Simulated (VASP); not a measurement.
# ZrB2 (P6/mmm) in VASP: further runs

Aim: see how the results for ZrB2 move with the level of theory and the settings. Levels: PBEsol+D3(BJ), PBEsol+D4, r2SCAN. Tasks: single point, relaxation of cell and atoms.

Everything below comes from runs of VASP 6.6.1. Logs are shortened: lines on timing, memory, paths and dates and some standing lists are left out, and cuts for length are marked.

### Step 1. The cell of the first run

It takes space group P6/mmm (No. 191, hexagonal). Conventional cell: a = 3.130 Å, b = 3.130 Å, c = 3.478 Å, α = 90.00°, β = 90.00°, γ = 120.00°. Zr (site symmetry 6/mmm) has 12 B at 2.51 Å and 6 Zr at 3.13 Å within 3.3 Å. B (site symmetry -6m2) has 3 B at 1.81 Å within 2.4 Å.

### Step 2. Single point, PBEsol+D3(BJ)

File INCAR:

```
SYSTEM = ZrB2
PREC = Accurate
ENCUT = 520
EDIFF = 1E-7
ISMEAR = -1
SIGMA = 0.05
LREAL = .FALSE.
LASPH = .TRUE.
NELM = 80
ALGO = Normal
ISIF = 2
LWAVE = .FALSE.
LCHARG = .FALSE.
GGA = PS
IVDW = 12
NBANDS = 16
```

File KPOINTS:

```
regular mesh
0
G
  10 10 8
  0 0 0
```

File POSCAR:

```
ZrB2
1.0
    3.1300538379      0.0000000000      0.0000000000
   -1.5650269189      2.7107061388      0.0000000000
    0.0000000000      0.0000000000      3.4783544549
Zr B
1 2
Direct
    0.0000000000      0.0000000000      0.0000000000
    0.6666666667      0.3333333333      0.5000000000
    0.3333333333      0.6666666667      0.5000000000
```

Potentials or basis: VASP PAW PBE potentials, release 64 (Zr_sv, B).

Run with:

```console
cat potpaw_PBE.64/Zr_sv/POTCAR potpaw_PBE.64/B/POTCAR > POTCAR
mpirun -np 1 vasp_std > vasp.out
```

OUTCAR:

```text
SYSTEM = ZrB2
   PREC = Accurate
   ENCUT = 520
   EDIFF = 1E-7
   ISMEAR = -1
   LREAL = .FALSE.
   LASPH = .TRUE.
   NELM = 80
   ISIF = 2
   GGA = PS
   IVDW = 12
 IVDW          = 12

 ion  position               nearest neighbor table
   1  0.000  0.000  0.000-   2 2.51   3 2.51   2 2.51   3 2.51   3 2.51   3 2.51   2 2.51   2 2.51
                             2 2.51   2 2.51   3 2.51   3 2.51
   2  0.667  0.333  0.500-   3 1.81   3 1.81   3 1.81   1 2.51   1 2.51   1 2.51   1 2.51   1 2.51
                             1 2.51
   3  0.333  0.667  0.500-   2 1.81   2 1.81   2 1.81   1 2.51   1 2.51   1 2.51   1 2.51   1 2.51
                             1 2.51

  LATTYP: Found a hexagonal cell.
 ALAT       =     3.1300538379
 C/A-ratio  =     1.1112762384

  Lattice vectors:

 A1 = (   3.1300538379,   0.0000000000,   0.0000000000)
 A2 = (  -1.5650269189,   2.7107061388,   0.0000000000)
 A3 = (   0.0000000000,   0.0000000000,   3.4783544549)

Analysis of symmetry for initial positions (statically):
=====================================================================
 Subroutine PRICEL returns:
 Original cell was already a primitive cell.

 Routine SETGRP: Setting up the symmetry group for a
 hexagonal supercell.

 Subroutine GETGRP returns: Found 24 space group operations
 (whereof 24 operations were pure point group operations)
 out of a pool of 24 trial point group operations.

The static configuration has the point symmetry D_6h.

Analysis of symmetry for dynamics (positions and initial velocities):
=====================================================================
 Subroutine PRICEL returns:
 Original cell was already a primitive cell.

 Routine SETGRP: Setting up the symmetry group for a
 hexagonal supercell.

 Subroutine GETGRP returns: Found 24 space group operations
 (whereof 24 operations were pure point group operations)
 out of a pool of 24 trial point group operations.

The dynamic configuration has the point symmetry D_6h.

 Subroutine INISYM returns: Found 24 space group operations
 (whereof 24 operations are pure point group operations),
 and found     1 'primitive' translations

----------------------------------------------------------------------------------------

                                     Primitive cell

  volume of cell :      29.5126

  direct lattice vectors                    reciprocal lattice vectors
     3.130053838  0.000000000  0.000000000     0.319483323  0.184453782  0.000000000
    -1.565026919  2.710706139  0.000000000     0.000000000  0.368907565  0.000000000
     0.000000000  0.000000000  3.478354455     0.000000000  0.000000000  0.287492265

  length of vectors
     3.130053838  3.130053838  3.478354455     0.368907565  0.368907565  0.287492265

  position of ions in fractional coordinates (direct lattice)
     0.000000000  0.000000000  0.000000000
     0.666666667  0.333333333  0.500000000
     0.333333333  0.666666667  0.500000000

  ion indices of the primitive-cell ions
   primitive index   ion index
                 1           1
                 2           2
                 3           3

----------------------------------------------------------------------------------------

 KPOINTS: regular mesh

Automatic generation of k-mesh.
 Grid dimensions read from file:
 generate k-points for:   10   10    8

 Generating k-lattice:

  Cartesian coordinates                     Fractional coordinates (reciprocal lattice)
     0.031948332  0.018445378  0.000000000     0.100000000  0.000000000  0.000000000
     0.000000000  0.036890756  0.000000000     0.000000000  0.100000000  0.000000000
     0.000000000  0.000000000  0.035936533     0.000000000  0.000000000  0.125000000

  Length of vectors
     0.036890756  0.036890756  0.035936533

  Shift w.r.t. Gamma in fractional coordinates (k-lattice)
     0.000000000  0.000000000  0.000000000

 Subroutine IBZKPT returns following result:
 ===========================================

 Found     70 irreducible k-points:

 Following reciprocal coordinates:
            Coordinates               Weight
  0.000000  0.000000  0.000000      1.000000
  0.100000  0.000000  0.000000      6.000000
  0.200000  0.000000  0.000000      6.000000
  0.300000 -0.000000  0.000000      6.000000
  0.400000  0.000000  0.000000      6.000000
  0.500000  0.000000  0.000000      3.000000
[... 16 lines left out ...]
  0.300000  0.100000  0.125000     24.000000
  0.400000  0.100000  0.125000     24.000000
 [... further k-points ...]
   k-points           NKPTS =     70   k-points in BZ     NKDIM =     70   number of bands    NBANDS=     16
   number of dos      NEDOS =    301   number of ions     NIONS =      3
   total plane-waves  NPLWV =  16128
   dimension x,y,z NGX =    24 NGY =   24 NGZ =   28
   dimension x,y,z NGXF=    48 NGYF=   48 NGZF=   56
   ions per type =               1   2
   NGX,Y,Z   is equivalent  to a cutoff of  12.75, 12.75, 13.38 a.u.
   NGXF,Y,Z  is equivalent  to a cutoff of  25.49, 25.49, 26.76 a.u.
 SYSTEM =  ZrB2
   PREC   = accura    normal or accurate (medium, high low for compatibility)
   ISTART =      0    job   : 0-new  1-cont  2-samecut
   ICHARG =      2    charge: 1-file 2-atom 10-const
   ISPIN  =      1    spin polarized calculation?
   LNONCOLLINEAR =      F non collinear calculations
   LSORBIT =      F    spin-orbit coupling
   LASPH  =      T    aspherical Exc in radial PAW
   ENCUT  =  520.0 eV  38.22 Ry    6.18 a.u.   5.82  5.82  6.47*2*pi/ulx,y,z
   NELM   =     80;   NELMIN=  2; NELMDL= -5     # of ELM steps
   EDIFF  = 0.1E-06   stopping-criterion for ELM
   LREAL  =      F    real-space projection
   EDIFFG = 0.1E-05   stopping-criterion for IOM
   NSW    =      0    number of steps for IOM
   IBRION =     -1    ionic relax: 0-MD 1-quasi-New 2-CG
   NFREE  =      0    steps in history (QN), initial steepest desc. (CG)
   ISIF   =      2    stress and relaxation
   ISYM   =      2    0-nonsym 1-usesym 2-fastsym
   POTIM  = 0.5000    time-step for ionic-motion
   TEBEG  =    0.0;   TEEND  =   0.0 temperature during run
   PSTRESS=    0.0 pullay stress
   NELECT =      18.0000    total number of electrons
   NUPDOWN=      -1.0000    fix difference up-down
   EMIN   =  10.00;   EMAX   =-10.00  energy-range for DOS
   EFERMI =   0.00;   METHOD = LEGACY
   ISMEAR =    -1;   SIGMA  =   0.05  broadening in eV -4-tet -1-fermi 0-gaus
   EFERMI_NEDOS =   21; number of points for ismear=-14 and -15
   IALGO  =     38    algorithm
   IMIX   =      4    mixing-type and parameters
     AMIX     =   0.40;   BMIX     =  1.00
     AMIX_MAG =   1.60;   BMIX_MAG =  1.00
  volume/ion in A,a.u.               =       9.84        66.39
  Fermi-wavevector in a.u.,A,eV,Ry     =   1.388341  2.623585 26.225122  1.927492
  Thomas-Fermi vector in A             =   2.512477
   LORBIT       =      0    0 simple, 1 ext, 2 COOP (PROOUT), +10 PAW based schemes
   GGA     = PS    functional components
   LHFCALC =     F    Hartree Fock is set to
   AEXX    =    0.0000 exact exchange contribution
   IVDW    =    12    specifies the selected vdW correction
   LEPSILON=     F    determine dielectric tensor
   LRPA    =     F    only Hartree local field effects (RPA)
 non-spin polarized calculation
  energy-cutoff  :      520.00
  volume of cell :       29.51
 maximum number of plane-waves:       816
 NGX is ok and might be reduce to    24
   NGX = 11   NGY = 11   NGZ = 13

 number of electron      18.0000000 magnetization

 Free energy of the ion-electron system (eV)
  ---------------------------------------------------
  ext. energy  EPLUGINS =         0.00000000
  ---------------------------------------------------
  free energy    TOTEN  =       -26.38389927 eV

  energy without entropy =      -26.38113278  energy(sigma->0) =      -26.38251603

 E-fermi :  10.7731     XC(G=0): -12.7311

 val. band max:       10.7360035999   @ k =   0.2000   0.2000   0.1250
 cond. band min:      10.9388909603   @ k =   0.1000   0.0000   0.5000
 fundamental gap:      0.2028873604
 Fermi energy:        10.7730750408

 k-point     1 :       0.0000    0.0000    0.0000
  band No.  band energies     occupation
      1     -37.4862      2.00000
      2     -15.7314      2.00000
      3     -15.1150      2.00000
      4     -15.1150      2.00000
      5      -1.9928      2.00000
      6       8.1610      2.00000
[... 8 lines left out ...]
     15      16.1769      0.00000
     16      16.1769      0.00000

 k-point     2 :       0.1000    0.0000    0.0000
  band No.  band energies     occupation
      1     -37.4731      2.00000
      2     -15.7122      2.00000
      3     -15.2269      2.00000
      4     -15.1391      2.00000
      5      -1.7844      2.00000
      6       7.5968      2.00000
[... 8 lines left out ...]
     15      16.9779      0.00000
     16      17.4514      0.00000

 k-point     3 :       0.2000    0.0000    0.0000
  band No.  band energies     occupation
      1     -37.4387      2.00000
      2     -15.6615      2.00000
      3     -15.5103      2.00000
      4     -15.2015      2.00000
      5      -1.1969      2.00000
      6       6.3486      2.00000
[... 8 lines left out ...]
     15      17.9495      0.00000
     16      18.8609      0.00000

 k-point     4 :       0.3000   -0.0000    0.0000
  band No.  band energies     occupation
      1     -37.3957      2.00000
      2     -15.8433      2.00000
      3     -15.5981      2.00000
      4     -15.2774      2.00000
      5      -0.3134      2.00000
      6       4.9234      2.00000
[... 8 lines left out ...]
     15      19.0558      0.00000
     16      21.2855      0.00000

 k-point     5 :       0.4000    0.0000    0.0000
  band No.  band energies     occupation
      1     -37.3606      2.00000
      2     -16.1007      2.00000
      3     -15.5461      2.00000
      4     -15.3379      2.00000
      5       0.7777      2.00000
      6       3.5088      2.00000
[... 8 lines left out ...]
     15      20.3519      0.00000
     16      20.6194      0.00000

 k-point     6 :       0.5000    0.0000    0.0000
  band No.  band energies     occupation
      1     -37.3471      2.00000
      2     -16.1965      2.00000
      3     -15.5261      2.00000
      4     -15.3608      2.00000
      5       1.7560      2.00000
      6       2.4239      2.00000
[... 8 lines left out ...]
     15      19.0859      0.00000
     16      21.4337      0.00000
[... 267 lines left out ...]
 k-point    21 :       0.1000    0.1000    0.1250
  band No.  band energies     occupation
      1     -37.4459      2.00000
      2     -15.7420      2.00000
      3     -15.4085      2.00000
      4     -15.1856      2.00000
      5      -1.1724      2.00000
      6       6.8609      2.00000
[... 8 lines left out ...]
     15      17.7325      0.00000
     16      18.1909      0.00000

 k-point    22 :       0.2000    0.1000    0.1250
  band No.  band energies     occupation
      1     -37.4072      2.00000
      2     -15.7049      2.00000
      3     -15.6705      2.00000
      4     -15.2743      2.00000
      5      -0.4838      2.00000
      6       5.5716      2.00000
[... 8 lines left out ...]
     15      18.4967      0.00000
     16      19.9238      0.00000

 k-point    23 :       0.3000    0.1000    0.1250
  band No.  band energies     occupation
      1     -37.3681      2.00000
      2     -15.9682      2.00000
      3     -15.6184      2.00000
      4     -15.3625      2.00000
      5       0.4446      2.00000
      6       4.1638      2.00000
[... 8 lines left out ...]
     15      18.8506      0.00000
     16      21.7791      0.00000

 k-point    24 :       0.4000    0.1000    0.1250
  band No.  band energies     occupation
      1     -37.3438      2.00000
      2     -16.1311      2.00000
      3     -15.5802      2.00000
      4     -15.4163      2.00000
      5       1.5537      2.00000
      6       2.8052      2.00000
[... 8 lines left out ...]
     15      19.6676      0.00000
     16      21.4637      0.00000

 [... further k-points ...]

------------------------ aborting loop because EDIFF is reached ----------------------------------------

 Edisp (eV)   -1.14013

 E8    (eV) :    -0.7643

  FORCE on cell =-STRESS in cart. coord.  units (eV):
  Direction    XX          YY          ZZ          XY          YZ          ZX
  --------------------------------------------------------------------------------------
  -------------------------------------------------------------------------------------
  Total       0.06709     0.06709     0.06883     0.00000     0.00000     0.00000
  in kB       3.64229     3.64229     3.73639     0.00000     0.00000     0.00000
  external pressure =        3.67 kB  Pullay stress =        0.00 kB

 VOLUME and BASIS-vectors are now :
 -----------------------------------------------------------------------------
  energy-cutoff  :      520.00
  volume of cell :       29.51
      direct lattice vectors                 reciprocal lattice vectors
     3.130053838  0.000000000  0.000000000     0.319483323  0.184453782  0.000000000
    -1.565026919  2.710706139  0.000000000     0.000000000  0.368907565  0.000000000
     0.000000000  0.000000000  3.478354455     0.000000000  0.000000000  0.287492265

 POSITION                                       TOTAL-FORCE (eV/Angst)
 -----------------------------------------------------------------------------------
      0.00000      0.00000      0.00000         0.000000      0.000000      0.000000
      1.56503      0.90357      1.73918        -0.000000      0.000000      0.000000
     -0.00000      1.80714      1.73918         0.000000     -0.000000     -0.000000
 -----------------------------------------------------------------------------------
    total drift:                               -0.000000      0.000000     -0.000000

  FREE ENERGIE OF THE ION-ELECTRON SYSTEM (eV)
  ---------------------------------------------------
  free  energy   TOTEN  =       -27.5240322049 eV

  energy  without entropy=      -27.5212657204  energy(sigma->0) =      -27.52264896
```

Run time: 20 s. Hardware: 1 thread of Intel Xeon Platinum 8375C at 2.90GHz (Ice Lake), shared host; peak memory 0.17 GiB.

Results:

```yaml
Free_energy: -27.5240 eV
Pressure: 0.4 GPa
Band_gap_on_the_k_mesh: zero (band 9 reaches 11.44 eV, above the bottom of band 10 at 10.63 eV)
Dispersion_energy_per_atom: -0.380 eV
```

Caveat: the PAW data sets were made with another functional, which shifts forces and pressure a little; pairwise dispersion overbinds metals, which lowers pressure and volume.

### Step 3. Single point, PBEsol+D4

This run uses another cell than the first one, of 9.94 Å³/atom, 1.011 times its volume.

File INCAR:

```
ALGO = Normal
EDIFF = 1E-6
ENCUT = 520
GGA = PS
ISIF = 2
ISMEAR = -1
IVDW = 13
LASPH = T
LCHARG = F
LREAL = F
LWAVE = F
NBANDS = 16
NELM = 80
PREC = Accurate
SIGMA = 0.05
```

File KPOINTS:

```
k-points
0
Gamma
  10 10 8
```

File POSCAR:

```
ZrB2
1.0
    3.1436814300      0.0000000000      0.0000000000
   -1.5718407150      2.7225079798      0.0000000000
    0.0000000000      0.0000000000      3.4846296923
Zr B
1 2
Direct
    0.0000000000      0.0000000000      0.0000000000
    0.6666666667      0.3333333333      0.5000000000
    0.3333333333      0.6666666667      0.5000000000
```

Potentials or basis: VASP PAW PBE potentials, release 64 (Zr_sv, B).

Run with:

```console
cat potpaw_PBE.64/Zr_sv/POTCAR potpaw_PBE.64/B/POTCAR > POTCAR
mpirun -np 1 vasp_std > vasp.out
```

Run time: 18 s. Hardware: 1 thread of Intel Xeon Platinum 8375C at 2.90GHz (Ice Lake), shared host; peak memory 0.16 GiB.

The run converged. Its results:

```
Free energy                : -26.9566 eV
Pressure                   : 0.3 GPa
Band gap on the k mesh     : zero (band 9 reaches 11.30 eV, above the bottom of band 10 at 10.51 eV)
Dispersion energy per atom : -0.188 eV
```

Levels at points of the mesh, in eV from the Fermi level:
```tsv
k point	band 6	band 7	band 8	band 9	band 10	band 11	band 12	band 13
(0.00, 0.00, 0.00)	-2.61	-2.61	-2.57	-2.15	3.64	3.64	4.51	4.51
(0.50, 0.00, 0.00)	-8.35	-3.86	-2.97	-2.69	2.44	2.50	5.21	5.34
(0.00, 0.00, 0.50)	-6.94	-0.86	-0.86	0.38	0.38	0.90	0.90	2.10
(0.50, 0.00, 0.50)	-6.86	-4.63	-4.14	-1.81	4.07	4.34	5.62	6.74
```

Caveat: the PAW data sets were made with another functional, which shifts forces and pressure a little; pairwise dispersion overbinds metals, which lowers pressure and volume.

[end of part 1 of 2]
